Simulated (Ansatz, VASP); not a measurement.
Pt: VASP beside Ansatz

```xyz
1
Lattice="0.0000 1.9847 1.9053 1.9847 0.0000 1.9053 1.9847 1.9847 0.0000" Properties=species:S:1:pos:R:3 pbc="T T T"
Pt    0.0000    0.0000    0.0000
```

Alike in both runs: task single point; functional PBE; k mesh 12 × 12 × 12; occupations gaussian, width 0.15 eV; no spin polarisation.

|  | VASP | Ansatz |
| --- | --- | --- |
| version | VASP 6.6.1 | Ansatz 0.2.0 |
| potentials or method | VASP PAW PBE potentials, release 64 (Pt), cutoff 520 eV | scalar-relativistic, plane waves, PAW |
| valence electrons in the cell | 10 | 18 |

|  | VASP | Ansatz | Ansatz less VASP |
| --- | --- | --- | --- |
| gap on the k mesh at the Fermi level (eV) | none | none | - |
| pressure (GPa) | 11.2 | 11.8 | +0.54 |
| traceless stress, the component that is largest in VASP (GPa) | 1.95 | 1.95 | +0.005 |

A gap of «none» marks a metal or a gap that the smearing closes. VASP's potentials hold 10 valence electrons a cell and Ansatz's 18, so a difference there can come from the potentials and not from the codes.

Neither program's run includes spin-orbit coupling.
